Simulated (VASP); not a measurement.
# WS2 (P-1) in VASP: single point with PBE

Aim: the single point of WS2 with PBE.

All numbers are computed with VASP 6.6.1; they aren't measurements. Logs are shortened: lines on timing, memory, paths and dates and some standing lists are left out, and cuts for length are marked.

## Step 1: The cell of the first run

The typed cell holds 6 atoms: a = 3.311 Å, b = 3.183 Å, c = 12.151 Å, α = 89.90°, β = 92.74°, γ = 117.87°.

## Step 2: Single point, PBE (strained and its atoms moved)

Contents of INCAR:

```
ALGO     = Normal         # electronic algorithm
EDIFF    = 1E-6           # SCF threshold, eV
ENCUT    = 520            # plane-wave cutoff, eV
GGA      = PE             # functional
ISIF     = 2              # what is computed and relaxed
ISMEAR   = 0              # smearing method
LASPH    = True           # aspherical terms in the spheres
LCHARG   = False          # write CHGCAR
LREAL    = False          # projectors in reciprocal space
LWAVE    = False          # write WAVECAR
NBANDS   = 35             # bands
NELM     = 100            # most SCF steps
PREC     = Accurate       # precision mode
SIGMA    = 0.02           # smearing width, eV
```

Contents of KPOINTS:

```
k-points
0
Gamma
  12 12 4
```

Contents of POSCAR:

```
WS2
1.0
    3.3085988468      0.0971807897     -0.0757157919
   -1.5701383908      2.7685184092      0.0029652166
   -0.2976250000     -0.1583750000     12.1460000000
W S
2 4
Direct
    0.3675387077      0.6941936307      0.2505812994
    0.6324612923      0.3058063693      0.7494187006
    0.3090677561      0.6459299932      0.6286706931
    0.6474667292      0.3250233557      0.1188669910
    0.3525332708      0.6749766443      0.8811330090
    0.6909322439      0.3540700068      0.3713293069
```

Potentials or basis: VASP PAW PBE potentials, release 64 (W_sv, S).

Command:

```console
cat potpaw_PBE.64/W_sv/POTCAR potpaw_PBE.64/S/POTCAR > POTCAR
mpirun -np 1 vasp_std > vasp.out
```

OUTCAR:

```text
EDIFF = 1E-6
   ENCUT = 520
   GGA = PE
   ISIF = 2
   ISMEAR = 0
   LASPH = True
   LREAL = False
   NELM = 100
   PREC = Accurate

 ion  position               nearest neighbor table
   1  0.368  0.694  0.251-   6 2.32   6 2.34   4 2.42   4 2.44   6 2.53   4 2.58
   2  0.632  0.306  0.749-   3 2.32   3 2.34   5 2.42   5 2.44   3 2.53   5 2.58
   3  0.309  0.646  0.629-   2 2.32   2 2.34   2 2.53
   4  0.647  0.325  0.119-   1 2.42   1 2.44   1 2.58
   5  0.353  0.675  0.881-   2 2.42   2 2.44   2 2.58
   6  0.691  0.354  0.371-   1 2.32   1 2.34   1 2.53

  LATTYP: Found a triclinic cell.
 ALAT       =     5.5627612219
 B/A-ratio  =     0.5721568594
 C/A-ratio  =     2.1842889989
 COS(alpha) =     0.0016772458
 COS(beta)  =     0.0293620626
 COS(gamma) =     0.8503910084

  Lattice vectors:

 A1 = (   4.8787372376,  -2.6713376195,  -0.0786810085)
 A2 = (   1.5701383908,  -2.7685184092,  -0.0029652166)
 A3 = (   0.2976250000,   0.1583750000, -12.1460000000)

Analysis of symmetry for initial positions (statically):
=====================================================================
 Subroutine PRICEL returns:
 Original cell was already a primitive cell.

 Routine SETGRP: Setting up the symmetry group for a
 triclinic supercell.

 Subroutine GETGRP returns: Found  2 space group operations
 (whereof  2 operations were pure point group operations)
 out of a pool of  2 trial point group operations.

The static configuration has the point symmetry S_2 .

Analysis of symmetry for dynamics (positions and initial velocities):
=====================================================================
 Subroutine PRICEL returns:
 Original cell was already a primitive cell.

 Routine SETGRP: Setting up the symmetry group for a
 triclinic supercell.

 Subroutine GETGRP returns: Found  2 space group operations
 (whereof  2 operations were pure point group operations)
 out of a pool of  2 trial point group operations.

The dynamic configuration has the point symmetry S_2 .

 Subroutine INISYM returns: Found  2 space group operations
 (whereof  2 operations are pure point group operations),
 and found     1 'primitive' translations

----------------------------------------------------------------------------------------

[... 99 lines left out ...]
   NELM   =    100;   NELMIN=  2; NELMDL= -5     # of ELM steps
   EDIFF  = 0.1E-05   stopping-criterion for ELM
   LREAL  =      F    real-space projection
   EDIFFG = 0.1E-04   stopping-criterion for IOM
   NSW    =      0    number of steps for IOM
   IBRION =     -1    ionic relax: 0-MD 1-quasi-New 2-CG
   NFREE  =      0    steps in history (QN), initial steepest desc. (CG)
   ISIF   =      2    stress and relaxation
   ISYM   =      2    0-nonsym 1-usesym 2-fastsym
   POTIM  = 0.5000    time-step for ionic-motion
   TEBEG  =    0.0;   TEEND  =   0.0 temperature during run
   PSTRESS=    0.0 pullay stress
   NELECT =      52.0000    total number of electrons
   NUPDOWN=      -1.0000    fix difference up-down
   EMIN   =  10.00;   EMAX   =-10.00  energy-range for DOS
   EFERMI =   0.00;   METHOD = LEGACY
   ISMEAR =     0;   SIGMA  =   0.02  broadening in eV -4-tet -1-fermi 0-gaus
   EFERMI_NEDOS =   21; number of points for ismear=-14 and -15
   IALGO  =     38    algorithm
   IMIX   =      4    mixing-type and parameters
     AMIX     =   0.40;   BMIX     =  1.00
     AMIX_MAG =   1.60;   BMIX_MAG =  1.00
  volume/ion in A,a.u.               =      18.84       127.13
  Fermi-wavevector in a.u.,A,eV,Ry     =   1.263799  2.388234 21.731073  1.597189
  Thomas-Fermi vector in A             =   2.397138
   LORBIT       =      0    0 simple, 1 ext, 2 COOP (PROOUT), +10 PAW based schemes
   GGA     = PE    functional components
   LHFCALC =     F    Hartree Fock is set to
   AEXX    =    0.0000 exact exchange contribution
   IVDW    =     0    specifies the selected vdW correction
   LEPSILON=     F    determine dielectric tensor
   LRPA    =     F    only Hartree local field effects (RPA)
 non-spin polarized calculation
 Gauss-broadening in eV      SIGMA  =   0.02
  energy-cutoff  :      520.00
  volume of cell :      113.03
 maximum number of plane-waves:      3069
 NGX is ok and might be reduce to    28
   NGX = 13   NGY = 11   NGZ = 45

 number of electron      52.0000000 magnetization

 Free energy of the ion-electron system (eV)
  ---------------------------------------------------
  ext. energy  EPLUGINS =         0.00000000
  ---------------------------------------------------
  free energy    TOTEN  =       -46.61796546 eV

  energy without entropy =      -46.61796546  energy(sigma->0) =      -46.61796546

 E-fermi :   7.3169     XC(G=0): -10.6389

 val. band max:        7.0102860941   @ k =   0.0000   0.0000   0.0000
 cond. band min:       7.5238220438   @ k =   0.3333   0.3333   0.2500
 fundamental gap:      0.5135359498
 Fermi energy:         7.3169375779

 k-point     1 :       0.0000    0.0000    0.0000
  band No.  band energies     occupation
      1     -67.9661      2.00000
      2     -67.9661      2.00000
      3     -32.1601      2.00000
      4     -32.1601      2.00000
      5     -32.1317      2.00000
      6     -32.1317      2.00000
[... 901 lines left out ...]
     34      11.0512      0.00000
     35      11.9584      0.00000

 [... further k-points ...]

------------------------ aborting loop because EDIFF is reached ----------------------------------------

  FORCE on cell =-STRESS in cart. coord.  units (eV):
  Direction    XX          YY          ZZ          XY          YZ          ZX
  --------------------------------------------------------------------------------------
  -------------------------------------------------------------------------------------
  Total       -4.8507409     -1.7585953      3.6477127     -4.0889561      0.2834950      2.6081706
  in kB      -68.7583134    -24.9277485     51.7056218    -57.9601621      4.0184865     36.9703132
  external PRESSURE =     -13.9934800 kB  Pullay stress =       0.0000000 kB

 VOLUME and BASIS-vectors are now :
 -----------------------------------------------------------------------------
  energy-cutoff  :      520.00
  volume of cell :      113.03
      direct lattice vectors                 reciprocal lattice vectors
     3.308598847  0.097180790 -0.075715792     0.297504345  0.168716543  0.009489973
    -1.570138391  2.768518409  0.002965217    -0.010336788  0.355336927  0.004380043
    -0.297625000 -0.158375000 12.146000000     0.001857108  0.000964997  0.082389721

 POSITION                                       TOTAL-FORCE (eV/Angst)
 -----------------------------------------------------------------------------------
      0.05148      1.91792      3.01779        -1.660286     -1.158889     -2.063958
      1.38936      0.78940      9.05546         1.660286      1.158889      2.063958
     -0.17873      1.71874      7.61435        -1.190730     -0.589743     -1.346242
      1.59650      0.94393      1.39570         0.474731      0.555224      0.811951
     -0.15566      1.76340     10.67755        -0.474731     -0.555224     -0.811951
      1.61956      0.98859      4.45890         1.190730      0.589743      1.346242
 -----------------------------------------------------------------------------------
    total drift:                                0.000000      0.000000      0.000000

  FREE ENERGIE OF THE ION-ELECTRON SYSTEM (eV)
  ---------------------------------------------------
  free  energy   TOTEN  =       -46.6179654560 eV

  energy  without entropy=      -46.6179654560  energy(sigma->0) =      -46.61796546
```

OSZICAR:

```text
N       E                     dE             d eps       ncg     rms          rms(c)
DAV:   1     0.506440720407E+03    0.50644E+03   -0.28337E+04 22480   0.147E+03
DAV:   2    -0.166258294524E+02   -0.52307E+03   -0.50512E+03 23618   0.403E+02
DAV:   3    -0.488227836414E+02   -0.32197E+02   -0.31613E+02 25447   0.950E+01
DAV:   4    -0.496242532030E+02   -0.80147E+00   -0.79763E+00 25050   0.157E+01
DAV:   5    -0.496408266235E+02   -0.16573E-01   -0.16561E-01 24738   0.239E+00    0.352E+01
DAV:   6    -0.469948944804E+02    0.26459E+01   -0.10147E+01 23048   0.206E+01    0.153E+01
DAV:   7    -0.467612931808E+02    0.23360E+00   -0.26353E+00 22453   0.892E+00    0.681E+00
DAV:   8    -0.466169518829E+02    0.14434E+00   -0.39145E-01 23554   0.435E+00    0.211E+00
DAV:   9    -0.466201146590E+02   -0.31628E-02   -0.51268E-02 24521   0.117E+00    0.934E-01
DAV:  10    -0.466177436938E+02    0.23710E-02   -0.71152E-03 24418   0.557E-01    0.419E-01
DAV:  11    -0.466180436264E+02   -0.29993E-03   -0.13533E-03 25585   0.186E-01    0.223E-01
DAV:  12    -0.466179376639E+02    0.10596E-03   -0.27595E-04 24096   0.111E-01    0.434E-02
DAV:  13    -0.466179648251E+02   -0.27161E-04   -0.50863E-05 23102   0.375E-02    0.111E-02
DAV:  14    -0.466179654560E+02   -0.63091E-06   -0.59527E-06 23368   0.143E-02
   1 F= -.46617965E+02 E0= -.46617965E+02  d E =-.270996E-50
```

It took 22 min on 1 thread of Oxide Virtual Turin-like, shared host; peak memory 0.85 GiB.

Results:

```
Free energy            : -46.6180 eV
Pressure               : -1.4 GPa
Largest force          : 2.891 eV/Å
Band gap on the k mesh : 0.51 eV (least direct gap 1.00 eV)
```

Forces in eV/Å, atoms in the order of the input:
```
W   -1.660 -1.159 -2.064
W    1.660  1.159  2.064
S   -1.191 -0.590 -1.346
S    0.475  0.555  0.812
S   -0.475 -0.555 -0.812
S    1.191  0.590  1.346
```

Stress tensor (GPa, compression positive):
```
-6.88 -5.80  3.70
-5.80 -2.49  0.40
 3.70  0.40  5.17
```

Caveat: the cell differs from its parent crystal (strained and its atoms moved); spin-orbit coupling is left out, which moves the levels of the heavy elements; forces of over 1 eV/Å act on the atoms, so gaps and moduli don't describe the material at rest.
